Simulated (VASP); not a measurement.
# Bi2Se3 (Paraguanajuatite) (R-3m) in VASP: single point with PBE

Aim: the single point of Bi2Se3 (Paraguanajuatite) with PBE.

Program: VASP 6.6.1. These are calculated values, not measurements. Logs are shortened: lines on timing, memory, paths and dates and some standing lists are left out, and cuts for length are marked.

**1. The cell of the first run**

The structure is trigonal, space group R-3m (No. 166). Conventional cell: a = 4.143 Å, b = 4.143 Å, c = 28.636 Å, α = 90.00°, β = 90.00°, γ = 120.00°. Bi (site symmetry 3m) has 6 Se at 2.86 to 3.07 Å within 3.8 Å. Within 4.0 Å of Se (site symmetry -3m) lie 6 Bi at 3.07 Å. Se (site symmetry 3m) has 3 Bi at 2.86 Å and 3 Se at 3.49 Å within 3.8 Å.

**2. Single point, PBE**

Input file INCAR:

```
  ALGO = Normal
  EDIFF = 1E-7
  ENCUT = 520
  GGA = PE
  ISIF = 2
  ISMEAR = -1
  LASPH = T
  LCHARG = F
  LREAL = F
  LWAVE = F
  NBANDS = 32
  NELM = 100
  PREC = Accurate
  SIGMA = 0.02
```

Input file KPOINTS:

```
k-points
0
Gamma
  9 9 9
```

Input file POSCAR:

```
Bi2Se3
1.0
    2.0715000000      1.1959810826      9.5453333333
   -2.0715000000      1.1959810826      9.5453333333
    0.0000000000     -2.3919621653      9.5453333333
Bi Se
2 3
Direct
    0.4006089077      0.4006089077      0.4006089077
    0.5993910923      0.5993910923      0.5993910923
    0.0000000000      0.0000000000      0.0000000000
    0.2111543746      0.2111543746      0.2111543746
    0.7888456254      0.7888456254      0.7888456254
```

Potentials or basis: VASP PAW PBE potentials, release 64 (Bi_d, Se).

On the command line:

```console
> cat potpaw_PBE.64/Bi_d/POTCAR potpaw_PBE.64/Se/POTCAR > POTCAR
> mpirun -np 1 vasp_std > vasp.out
```

OUTCAR:

```text
EDIFF = 1E-7
   ENCUT = 520
   GGA = PE
   ISIF = 2
   ISMEAR = -1
   LASPH = T
   LREAL = F
   NELM = 100
   PREC = Accurate

 ion  position               nearest neighbor table
   1  0.401  0.401  0.401-   5 2.86   5 2.86   5 2.86   3 3.07   3 3.07   3 3.07
   2  0.599  0.599  0.599-   4 2.86   4 2.86   4 2.86   3 3.07   3 3.07   3 3.07
   3  0.000  0.000  0.000-   2 3.07   2 3.07   1 3.07   1 3.07   2 3.07   1 3.07
   4  0.211  0.211  0.211-   2 2.86   2 2.86   2 2.86
   5  0.789  0.789  0.789-   1 2.86   1 2.86   1 2.86

  LATTYP: Found a trigonal (rhomboedric) cell.
 ALAT       =     9.8404710987
 COS(alpha) =     0.9113725833

  Lattice vectors:

 A1 = (   2.0715000000,   1.1959810826,   9.5453333333)
 A2 = (  -2.0715000000,   1.1959810826,   9.5453333333)
 A3 = (   0.0000000000,  -2.3919621653,   9.5453333333)

Analysis of symmetry for initial positions (statically):
=====================================================================
 Subroutine PRICEL returns:
 Original cell was already a primitive cell.

 Routine SETGRP: Setting up the symmetry group for a
 trigonal (rhombohedral) supercell.

 Subroutine GETGRP returns: Found 12 space group operations
 (whereof 12 operations were pure point group operations)
 out of a pool of 12 trial point group operations.

The static configuration has the point symmetry D_3d.

Analysis of symmetry for dynamics (positions and initial velocities):
=====================================================================
 Subroutine PRICEL returns:
 Original cell was already a primitive cell.

 Routine SETGRP: Setting up the symmetry group for a
 trigonal (rhombohedral) supercell.

 Subroutine GETGRP returns: Found 12 space group operations
 (whereof 12 operations were pure point group operations)
 out of a pool of 12 trial point group operations.

The dynamic configuration has the point symmetry D_3d.

 Subroutine INISYM returns: Found 12 space group operations
 (whereof 12 operations are pure point group operations),
 and found     1 'primitive' translations

----------------------------------------------------------------------------------------

                                     Primitive cell

  volume of cell :     141.8899

  direct lattice vectors                    reciprocal lattice vectors
     2.071500000  1.195981083  9.545333333     0.241370987  0.139355604  0.034921078
    -2.071500000  1.195981083  9.545333333    -0.241370987  0.139355604  0.034921078
     0.000000000 -2.391962165  9.545333333     0.000000000 -0.278711209  0.034921078

  length of vectors
     9.840471099  9.840471099  9.840471099     0.280890405  0.280890405  0.280890405

  position of ions in fractional coordinates (direct lattice)
     0.400608908  0.400608908  0.400608908
     0.599391092  0.599391092  0.599391092
     0.000000000  0.000000000  0.000000000
     0.211154375  0.211154375  0.211154375
     0.788845625  0.788845625  0.788845625

  ion indices of the primitive-cell ions
   primitive index   ion index
                 1           1
                 2           2
                 3           3
                 4           4
                 5           5

----------------------------------------------------------------------------------------

 KPOINTS: k-points

Automatic generation of k-mesh.
 Grid dimensions read from file:
 generate k-points for:    9    9    9

 Generating k-lattice:

  Cartesian coordinates                     Fractional coordinates (reciprocal lattice)
     0.026818999  0.015483956  0.003880120     0.111111111  0.000000000  0.000000000
    -0.026818999  0.015483956  0.003880120     0.000000000  0.111111111  0.000000000
     0.000000000 -0.030967912  0.003880120     0.000000000  0.000000000  0.111111111

  Length of vectors
     0.031210045  0.031210045  0.031210045

  Shift w.r.t. Gamma in fractional coordinates (k-lattice)
     0.000000000  0.000000000  0.000000000

 Subroutine IBZKPT returns following result:
 ===========================================

 Found     85 irreducible k-points:

 Following reciprocal coordinates:
            Coordinates               Weight
  0.000000  0.000000  0.000000      1.000000
  0.111111  0.000000 -0.000000      6.000000
  0.222222  0.000000 -0.000000      6.000000
  0.333333  0.000000 -0.000000      6.000000
  0.444444  0.000000 -0.000000      6.000000
  0.111111  0.111111 -0.000000      6.000000
[... 16 lines left out ...]
 -0.333333  0.333333  0.000000      6.000000
  0.444444  0.444444 -0.000000      6.000000
 [... further k-points ...]
   k-points           NKPTS =     85   k-points in BZ     NKDIM =     85   number of bands    NBANDS=     32
   number of dos      NEDOS =    301   number of ions     NIONS =      5
   total plane-waves  NPLWV = 512000
   dimension x,y,z NGX =    80 NGY =   80 NGZ =   80
   dimension x,y,z NGXF=   160 NGYF=  160 NGZF=  160
   ions per type =               2   3
   NGX,Y,Z   is equivalent  to a cutoff of  13.52, 13.52, 13.52 a.u.
   NGXF,Y,Z  is equivalent  to a cutoff of  27.03, 27.03, 27.03 a.u.
 SYSTEM =  unknown system
   PREC   = accura    normal or accurate (medium, high low for compatibility)
   ISTART =      0    job   : 0-new  1-cont  2-samecut
   ICHARG =      2    charge: 1-file 2-atom 10-const
   ISPIN  =      1    spin polarized calculation?
   LNONCOLLINEAR =      F non collinear calculations
   LSORBIT =      F    spin-orbit coupling
   LASPH  =      T    aspherical Exc in radial PAW
   ENCUT  =  520.0 eV  38.22 Ry    6.18 a.u.  18.30 18.30 18.30*2*pi/ulx,y,z
   NELM   =    100;   NELMIN=  2; NELMDL= -5     # of ELM steps
   EDIFF  = 0.1E-06   stopping-criterion for ELM
   LREAL  =      F    real-space projection
   EDIFFG = 0.1E-05   stopping-criterion for IOM
   NSW    =      0    number of steps for IOM
   IBRION =     -1    ionic relax: 0-MD 1-quasi-New 2-CG
   NFREE  =      0    steps in history (QN), initial steepest desc. (CG)
   ISIF   =      2    stress and relaxation
   ISYM   =      2    0-nonsym 1-usesym 2-fastsym
   POTIM  = 0.5000    time-step for ionic-motion
   TEBEG  =    0.0;   TEEND  =   0.0 temperature during run
   PSTRESS=    0.0 pullay stress
   NELECT =      48.0000    total number of electrons
   NUPDOWN=      -1.0000    fix difference up-down
   EMIN   =  10.00;   EMAX   =-10.00  energy-range for DOS
   EFERMI =   0.00;   METHOD = LEGACY
   ISMEAR =    -1;   SIGMA  =   0.02  broadening in eV -4-tet -1-fermi 0-gaus
   EFERMI_NEDOS =   21; number of points for ismear=-14 and -15
   IALGO  =     38    algorithm
   IMIX   =      4    mixing-type and parameters
     AMIX     =   0.40;   BMIX     =  1.00
     AMIX_MAG =   1.60;   BMIX_MAG =  1.00
  volume/ion in A,a.u.               =      28.38       191.50
  Fermi-wavevector in a.u.,A,eV,Ry     =   1.140700  2.155610 17.703848  1.301196
  Thomas-Fermi vector in A             =   2.277401
   LORBIT       =      0    0 simple, 1 ext, 2 COOP (PROOUT), +10 PAW based schemes
   GGA     = PE    functional components
   LHFCALC =     F    Hartree Fock is set to
   AEXX    =    0.0000 exact exchange contribution
   IVDW    =     0    specifies the selected vdW correction
   LEPSILON=     F    determine dielectric tensor
   LRPA    =     F    only Hartree local field effects (RPA)
 non-spin polarized calculation
  energy-cutoff  :      520.00
  volume of cell :      141.89
 maximum number of plane-waves:      3854
 NGX is ok and might be reduce to    80
   NGX = 37   NGY = 37   NGZ = 37

 number of electron      47.9999999 magnetization

 Free energy of the ion-electron system (eV)
  ---------------------------------------------------
  ext. energy  EPLUGINS =         0.00000000
  ---------------------------------------------------
  free energy    TOTEN  =       -20.15929469 eV

  energy without entropy =      -20.15928960  energy(sigma->0) =      -20.15929215

 E-fermi :   5.0924     XC(G=0):  -9.5028

 val. band max:        4.9955197934   @ k =   0.0000   0.0000   0.0000
 cond. band min:       5.1893225960   @ k =   0.0000   0.0000   0.0000
 fundamental gap:      0.1938028026
 Fermi energy:         5.0924137233

 k-point     1 :       0.0000    0.0000    0.0000
  band No.  band energies     occupation
      1     -18.1598      2.00000
      2     -18.1598      2.00000
      3     -18.1581      2.00000
      4     -18.1581      2.00000
      5     -18.1523      2.00000
      6     -18.1497      2.00000
[... 24 lines left out ...]
     31      10.7934      0.00000
     32      11.9611      0.00000

 k-point     2 :       0.1111    0.0000   -0.0000
  band No.  band energies     occupation
      1     -18.1614      2.00000
      2     -18.1594      2.00000
      3     -18.1569      2.00000
      4     -18.1552      2.00000
      5     -18.1505      2.00000
      6     -18.1479      2.00000
[... 24 lines left out ...]
     31      10.5350      0.00000
     32      11.0433      0.00000

 k-point     3 :       0.2222    0.0000   -0.0000
  band No.  band energies     occupation
      1     -18.1665      2.00000
      2     -18.1636      2.00000
      3     -18.1501      2.00000
      4     -18.1486      2.00000
      5     -18.1483      2.00000
      6     -18.1445      2.00000
[... 24 lines left out ...]
     31       9.6717      0.00000
     32      11.1039      0.00000

 k-point     4 :       0.3333    0.0000   -0.0000
  band No.  band energies     occupation
      1     -18.1734      2.00000
      2     -18.1692      2.00000
      3     -18.1523      2.00000
      4     -18.1475      2.00000
      5     -18.1470      2.00000
      6     -18.1437      2.00000
[... 24 lines left out ...]
     31       9.4208      0.00000
     32      11.4089      0.00000

 k-point     5 :       0.4444    0.0000   -0.0000
  band No.  band energies     occupation
      1     -18.1782      2.00000
      2     -18.1732      2.00000
      3     -18.1547      2.00000
      4     -18.1497      2.00000
      5     -18.1474      2.00000
      6     -18.1427      2.00000
[... 584 lines left out ...]
     31       9.4498      0.00000
     32      11.7364      0.00000

 k-point    22 :      -0.4444    0.3333    0.0000
  band No.  band energies     occupation
      1     -18.1692      2.00000
      2     -18.1661      2.00000
      3     -18.1545      2.00000
      4     -18.1481      2.00000
      5     -18.1477      2.00000
      6     -18.1451      2.00000
[... 24 lines left out ...]
     31       9.9957      0.00000
     32      11.9354      0.00000

 k-point    23 :      -0.3333    0.3333    0.0000
  band No.  band energies     occupation
      1     -18.1636      2.00000
      2     -18.1636      2.00000
      3     -18.1600      2.00000
      4     -18.1499      2.00000
      5     -18.1414      2.00000
      6     -18.1414      2.00000
[... 24 lines left out ...]
     31      11.2165      0.00000
     32      11.9539      0.00000

 k-point    24 :       0.4444    0.4444   -0.0000
  band No.  band energies     occupation
      1     -18.1781      2.00000
      2     -18.1732      2.00000
      3     -18.1547      2.00000
      4     -18.1498      2.00000
      5     -18.1475      2.00000
      6     -18.1427      2.00000
[... 24 lines left out ...]
     31      10.0199      0.00000
     32      11.7480      0.00000

 [... further k-points ...]

------------------------ aborting loop because EDIFF is reached ----------------------------------------

  FORCE on cell =-STRESS in cart. coord.  units (eV):
  Direction    XX          YY          ZZ          XY          YZ          ZX
  --------------------------------------------------------------------------------------
  -------------------------------------------------------------------------------------
  Total        2.0204935      2.0204935      1.9746355      0.0000000     -0.0000000      0.0000000
  in kB       22.8147884     22.8147884     22.2969744      0.0000000     -0.0000000      0.0000000
  external PRESSURE =      22.6421837 kB  Pullay stress =       0.0000000 kB

 VOLUME and BASIS-vectors are now :
 -----------------------------------------------------------------------------
  energy-cutoff  :      520.00
  volume of cell :      141.89
      direct lattice vectors                 reciprocal lattice vectors
     2.071500000  1.195981083  9.545333333     0.241370987  0.139355604  0.034921078
    -2.071500000  1.195981083  9.545333333    -0.241370987  0.139355604  0.034921078
     0.000000000 -2.391962165  9.545333333     0.000000000 -0.278711209  0.034921078

 POSITION                                       TOTAL-FORCE (eV/Angst)
 -----------------------------------------------------------------------------------
      0.00000     -0.00000     11.47184         0.000000      0.000000     -0.016970
      0.00000     -0.00000     17.16416         0.000000     -0.000000      0.016970
      0.00000      0.00000      0.00000         0.000000     -0.000000      0.000000
      0.00000     -0.00000      6.04662         0.000000      0.000000     -0.027908
      0.00000     -0.00000     22.58938         0.000000     -0.000000      0.027908
 -----------------------------------------------------------------------------------
    total drift:                               -0.000000      0.000000      0.000000

  FREE ENERGIE OF THE ION-ELECTRON SYSTEM (eV)
  ---------------------------------------------------
  free  energy   TOTEN  =       -20.1592946936 eV

  energy  without entropy=      -20.1592895993  energy(sigma->0) =      -20.15929215
```

Wall time 57 min (1 thread of Oxide Virtual Turin-like, shared host); peak memory 1.1 GiB.

What came out:

| Quantity | Value |
| --- | --- |
| Free energy | -20.1593 eV |
| Pressure | 2.3 GPa |
| Largest force | 0.028 eV/Å |
| Band gap on the k mesh | 0.19 eV, direct |

Forces on the atoms (eV/Å):
```
Bi   0.000  0.000 -0.017
Bi   0.000  0.000  0.017
Se   0.000  0.000  0.000
Se   0.000  0.000 -0.028
Se   0.000  0.000  0.028
```

Levels at points of the mesh, in eV from the valence-band top:
```
           k point  band 22  band 23  band 24  band 25  band 26  band 27
(0.00, 0.00, 0.00)    -1.23    -1.23     0.00     0.19     1.35     1.35
```

Caveat: spin-orbit coupling is left out, which moves the levels of the heavy elements.
